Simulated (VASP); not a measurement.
# Al9H in VASP: further runs, part 2 of 2

VASP 6.6.1. Earlier steps stand in the parts before.

### Step 4. Single point, PBE

The input, INCAR:

```
SYSTEM = Al9H
PREC     = Accurate       ! precision mode
ENCUT    = 520            ! plane-wave cutoff, eV
EDIFF    = 1E-6           ! SCF threshold, eV
ISMEAR   = 0              ! smearing method
SIGMA    = 0.1            ! smearing width, eV
LREAL    = Auto         
LASPH    = .True.         ! aspherical terms in the spheres
NELM     = 60             ! most SCF steps
ALGO     = Normal         ! electronic algorithm
ISIF     = 2              ! what is computed and relaxed
LWAVE    = .False.        ! write WAVECAR
LCHARG   = .True.         ! write CHGCAR
LDIPOL   = .True.       
IDIPOL   = 3            
DIPOL    = 0.5 0.5 0.306
GGA      = PE             ! functional
LELF     = .True.         ! ELF
LVHAR    = .True.       
LVACPOTAV= .True.       
NBANDS   = 44             ! bands
```

The input, KPOINTS:

```
Automatic mesh
0
Gamma
  5 3 1
  0 0 0
```

The input, POSCAR:

```
Al9H
1.0
    5.7086446660      0.0000000000      0.0000000000
   -1.4271611665      9.7033329366      0.0000000000
    0.0000000000      0.0000000000     22.7902708839
Al H
18 2
Direct
    0.2662242802      0.0648971207      0.1755134908
    0.7662242802      0.0648971207      0.1755134908
    0.3354843969      0.3419375876      0.2192156219
    0.8354843969      0.3419375876      0.2192156219
    0.1493364202      0.5973456810      0.2279560482
    0.6493364202      0.5973456810      0.2279560482
    0.4631884436      0.8527537744      0.2366964744
    0.9631884436      0.8527537744      0.2366964744
    0.0319869115      0.1277383811      0.2808269846
    0.5319869115      0.1277383811      0.2808269846
    0.0997952748      0.4042696946      0.3301089530
    0.5997952748      0.4042696946      0.3301089530
    0.4144272444      0.6597110304      0.3369829646
    0.9144272444      0.6597110304      0.3369829646
    0.2263180843      0.9111292163      0.3449343063
    0.7263180843      0.9111292163      0.3449343063
    0.2962616061      0.1814597108      0.3857027821
    0.7962616061      0.1814597108      0.3857027821
    0.6062804321      0.3915457330      0.5173379002
    0.6062804321      0.4578200255      0.5173379002
```

Potentials or basis: VASP PAW PBE potentials, release 64 (Al, H).

The run is started by

```bash
cat potpaw_PBE.64/Al/POTCAR potpaw_PBE.64/H/POTCAR > POTCAR
mpirun -np 1 vasp_std > vasp.out
```

OUTCAR:

```text
SYSTEM = Al9H
   PREC = Accurate
   ENCUT = 520
   EDIFF = 1E-6
   ISMEAR = 0
   LREAL = Auto
   LASPH = .True.
   NELM = 60
   ISIF = 2
   GGA = PE

 ion  position               nearest neighbor table
   1  0.266  0.065  0.176-   2 2.85   2 2.85   9 2.86  10 2.86   3 2.87   7 2.87   8 2.87
   2  0.766  0.065  0.176-   1 2.85   1 2.85  10 2.86   9 2.86   4 2.87   8 2.87   7 2.87
   3  0.335  0.342  0.219-   4 2.85   4 2.85   1 2.87   6 2.87   5 2.87   9 2.89  10 2.89  12 2.96
                            11 2.97
   4  0.835  0.342  0.219-   3 2.85   3 2.85   2 2.87   5 2.87   6 2.87  10 2.89   9 2.89  11 2.96
                            12 2.97
   5  0.149  0.597  0.228-   6 2.85   6 2.85   8 2.87   4 2.87   7 2.87   3 2.87  13 2.93  14 2.93
                            11 2.99
   6  0.649  0.597  0.228-   5 2.85   5 2.85   7 2.87   3 2.87   8 2.87   4 2.87  14 2.93  13 2.93
                            12 2.99
   7  0.463  0.853  0.237-  10 2.85   8 2.85   8 2.85   6 2.87   5 2.87   1 2.87   2 2.87  16 2.90
                            15 2.91  13 2.96
   8  0.963  0.853  0.237-   9 2.85   7 2.85   7 2.85   5 2.87   6 2.87   2 2.87   1 2.87  15 2.90
                            16 2.91  14 2.96
   9  0.032  0.128  0.281-  18 2.83  17 2.83   8 2.85  10 2.85  10 2.85   1 2.86   2 2.86   3 2.89
                             4 2.89  11 2.91  15 2.93  16 2.93
  10  0.532  0.128  0.281-  17 2.83  18 2.83   7 2.85   9 2.85   9 2.85   2 2.86   1 2.86   4 2.89
                             3 2.89  12 2.91  16 2.93  15 2.93
  11  0.100  0.404  0.330-  12 2.85  12 2.85  14 2.86  13 2.87  18 2.88  17 2.89   9 2.91   4 2.96
                             3 2.97   5 2.99
  12  0.600  0.404  0.330-  11 2.85  11 2.85  13 2.86  14 2.87  17 2.88  18 2.89  10 2.91   3 2.96
                             4 2.97   6 2.99
  13  0.414  0.660  0.337-  16 2.83  15 2.83  14 2.85  14 2.85  12 2.86  11 2.87   5 2.93   6 2.93
                             7 2.96
  14  0.914  0.660  0.337-  15 2.83  16 2.83  13 2.85  13 2.85  11 2.86  12 2.87   6 2.93   5 2.93
                             8 2.96
  15  0.226  0.911  0.345-  17 2.78  14 2.83  13 2.83  16 2.85  16 2.85   8 2.90   7 2.91   9 2.93
                            10 2.93
  16  0.726  0.911  0.345-  18 2.78  13 2.83  14 2.83  15 2.85  15 2.85   7 2.90   8 2.91  10 2.93
                             9 2.93
  17  0.296  0.181  0.386-  15 2.78  10 2.83   9 2.83  18 2.85  18 2.85  12 2.88  11 2.89
  18  0.796  0.181  0.386-  16 2.78   9 2.83  10 2.83  17 2.85  17 2.85  11 2.88  12 2.89
  19  0.606  0.392  0.517-  20 0.65
  20  0.606  0.458  0.517-  19 0.65

  LATTYP: Found a simple monoclinic cell.
 ALAT       =     5.7086446660
 B/A-ratio  =     3.9922384764
 C/A-ratio  =     1.7180478088
 COS(beta)  =    -0.1455139949

  Lattice vectors:

 A1 = (   5.7086446660,   0.0000000000,   0.0000000000)
 A2 = (   0.0000000000,   0.0000000000, -22.7902708839)
 A3 = (  -1.4271611665,   9.7033329366,   0.0000000000)

Analysis of symmetry for initial positions (statically):
=====================================================================
 Subroutine PRICEL returns:
 Original cell was already a primitive cell.

 Routine SETGRP: Setting up the symmetry group for a
 simple monoclinic supercell.

 Subroutine GETGRP returns: Found  1 space group operations
 (whereof  1 operations were pure point group operations)
 out of a pool of  4 trial point group operations.

The static configuration has the point symmetry C_1 .

Analysis of symmetry for dynamics (positions and initial velocities):
=====================================================================
 Subroutine PRICEL returns:
[... 117 lines left out ...]
   NGXF,Y,Z  is equivalent  to a cutoff of  24.46, 27.12, 26.26 a.u.
 SYSTEM =  Al9H
   PREC   = accura    normal or accurate (medium, high low for compatibility)
   ISTART =      0    job   : 0-new  1-cont  2-samecut
   ICHARG =      2    charge: 1-file 2-atom 10-const
   ISPIN  =      1    spin polarized calculation?
   LNONCOLLINEAR =      F non collinear calculations
   LSORBIT =      F    spin-orbit coupling
   LASPH  =      T    aspherical Exc in radial PAW
   ENCUT  =  520.0 eV  38.22 Ry    6.18 a.u.  10.61 18.24 42.37*2*pi/ulx,y,z
   NELM   =     60;   NELMIN=  2; NELMDL= -5     # of ELM steps
   EDIFF  = 0.1E-05   stopping-criterion for ELM
   LREAL  =      T    real-space projection
   EDIFFG = 0.1E-04   stopping-criterion for IOM
   NSW    =      0    number of steps for IOM
   IBRION =     -1    ionic relax: 0-MD 1-quasi-New 2-CG
   NFREE  =      0    steps in history (QN), initial steepest desc. (CG)
   ISIF   =      2    stress and relaxation
   ISYM   =      2    0-nonsym 1-usesym 2-fastsym
   POTIM  = 0.5000    time-step for ionic-motion
   TEBEG  =    0.0;   TEEND  =   0.0 temperature during run
   PSTRESS=    0.0 pullay stress
   NELECT =      56.0000    total number of electrons
   NUPDOWN=      -1.0000    fix difference up-down
   EMIN   =  10.00;   EMAX   =-10.00  energy-range for DOS
   EFERMI =   0.00;   METHOD = LEGACY
   ISMEAR =     0;   SIGMA  =   0.10  broadening in eV -4-tet -1-fermi 0-gaus
   EFERMI_NEDOS =   21; number of points for ismear=-14 and -15
   IALGO  =     38    algorithm
   IMIX   =      4    mixing-type and parameters
     AMIX     =   0.40;   BMIX     =  1.00
     AMIX_MAG =   1.60;   BMIX_MAG =  1.00
  volume/ion in A,a.u.               =      63.12       425.96
  Fermi-wavevector in a.u.,A,eV,Ry     =   0.579522  1.095137  4.569454  0.335845
  Thomas-Fermi vector in A             =   1.623262
   LORBIT       =      0    0 simple, 1 ext, 2 COOP (PROOUT), +10 PAW based schemes
   GGA     = PE    functional components
   LHFCALC =     F    Hartree Fock is set to
   AEXX    =    0.0000 exact exchange contribution
   IVDW    =     0    specifies the selected vdW correction
   LEPSILON=     F    determine dielectric tensor
   LRPA    =     F    only Hartree local field effects (RPA)
 non-spin polarized calculation
 Gauss-broadening in eV      SIGMA  =   0.10
  energy-cutoff  :      520.00
  volume of cell :     1262.42
 maximum number of plane-waves:     34026
   NGX = 21   NGY = 37   NGZ = 85

 dipolmoment           0.000000      0.000000      0.006956 electrons x Angstroem

 number of electron      55.9999999 magnetization

 dipolmoment           0.000000      0.000000     -0.001682 electrons x Angstroem

 Free energy of the ion-electron system (eV)
  ---------------------------------------------------
  ext. energy  EPLUGINS =         0.00000000
  ---------------------------------------------------
  free energy    TOTEN  =       -67.81151298 eV

  energy without entropy =      -67.76534172  energy(sigma->0) =      -67.78842735

 E-fermi :  -1.1962     XC(G=0):  -3.4222

 val. band max:       -1.2168137829   @ k =   0.0000   0.3333   0.0000
 cond. band min:      -1.1790294949   @ k =   0.2000   0.0000   0.0000
 fundamental gap:      0.0377842880
 Fermi energy:        -1.1961599537

 k-point     1 :       0.0000    0.0000    0.0000
  band No.  band energies     occupation
      1     -11.2624      2.00000
      2      -9.7221      2.00000
      3      -9.6231      2.00000
      4      -8.9763      2.00000
      5      -7.9572      2.00000
      6      -7.1628      2.00000
[... 333 lines left out ...]
     39       0.8842      0.00000
     40       1.0360      0.00000
 [bands above 40 left out]

------------------------ aborting loop because EDIFF is reached ----------------------------------------

  FORCE on cell =-STRESS in cart. coord.  units (eV):
  Direction    XX          YY          ZZ          XY          YZ          ZX
  --------------------------------------------------------------------------------------
  -------------------------------------------------------------------------------------
  Total      -11.7910828     -9.5845232     -0.2481583     -0.3825748     -0.5088099      0.0104991
  in kB      -14.9644527    -12.1640351     -0.3149459     -0.4855383     -0.6457475      0.0133248
  external PRESSURE =      -9.1478112 kB  Pullay stress =       0.0000000 kB

 VOLUME and BASIS-vectors are now :
 -----------------------------------------------------------------------------
  energy-cutoff  :      520.00
  volume of cell :     1262.42
      direct lattice vectors                 reciprocal lattice vectors
     5.708644666  0.000000000  0.000000000     0.175172928  0.025764343  0.000000000
    -1.427161166  9.703332937  0.000000000     0.000000000  0.103057373  0.000000000
     0.000000000  0.000000000 22.790270884     0.000000000  0.000000000  0.043878373

 POSITION                                       TOTAL-FORCE (eV/Angst)
 -----------------------------------------------------------------------------------
      1.42716      0.62972      4.00000        -0.006130      0.153928      0.033829
      4.28148      0.62972      4.00000        -0.007192      0.153948      0.033904
      1.42716      3.31793      4.99598         0.007298      0.034923      0.063289
      4.28148      3.31793      4.99598         0.004128      0.035118      0.062640
     -0.00000      5.79624      5.19518        -0.001236     -0.074334      0.031541
      2.85432      5.79624      5.19518        -0.001986     -0.075322      0.030868
[... 12 lines left out ...]
      2.90224      3.79930     11.79027         0.712152     -4.840097     -0.002179
      2.80766      4.44238     11.79027        -0.711788      4.849634      0.006011
 -----------------------------------------------------------------------------------
    total drift:                               -0.005430     -0.032130     -0.004482

  FREE ENERGIE OF THE ION-ELECTRON SYSTEM (eV)
  ---------------------------------------------------
  free  energy   TOTEN  =       -67.8115129755 eV

  energy  without entropy=      -67.7653417156  energy(sigma->0) =      -67.78842735

 vacuum level on the upper side and lower side of the slab         2.968         2.973
```

It took 21 min on 1 thread of Intel Xeon 8259CL, shared host; peak memory 1.2 GiB.

Results:

```yaml
Free_energy: -67.8115 eV
Largest_force: 4.902 eV/Å
Band_gap_on_the_k_mesh: zero (bands 28 and 29 overlap by 0.73 eV)
```

Forces on the atoms (eV/Å):
```
Al  -0.006  0.154  0.034
Al  -0.007  0.154  0.034
Al   0.007  0.035  0.063
Al   0.004  0.035  0.063
Al  -0.001 -0.074  0.032
Al  -0.002 -0.075  0.031
Al   0.002 -0.100 -0.120
Al   0.003 -0.100 -0.120
Al   0.000  0.009 -0.002
Al   0.000  0.008 -0.004
Al   0.004 -0.011  0.001
Al   0.003 -0.012 -0.001
Al  -0.004 -0.010 -0.004
Al  -0.005 -0.010 -0.004
Al  -0.002  0.000  0.000
Al  -0.003  0.001  0.000
Al   0.003 -0.006 -0.003
Al   0.002 -0.007 -0.003
H    0.712 -4.840 -0.002
H   -0.712  4.850  0.006
```

Levels at points of the mesh, in eV from the Fermi level:
```csv
k point,band 24,band 25,band 26,band 27,band 28,band 29,band 30,band 31,band 32,band 33
"(0.00, 0.00, 0.00)",-1.49,-1.12,-1.08,-0.94,-0.63,-0.58,-0.27,0.11,0.91,1.25
```

### Step 5. The runs side by side

| cell | gap on the mesh (eV) | largest force (eV/Å) |
| --- | --- | --- |
| as given, atomic positions A | none | 5.18 |
| as given, atomic positions B | none | 4.98 |
| as given, atomic positions C | none | 4.90 |

Alike in all rows: task single point; level PBE; potentials or basis VASP PAW PBE potentials, release 64 (Al, H); no spin polarisation; k mesh 5 × 3 × 1; cutoff (eV) 520; smearing gaussian 0.1 eV.

Absolute energies hang on the potentials; compare differences alone.

The gap in the log of VASP goes by the Fermi energy; the results here count the filled bands.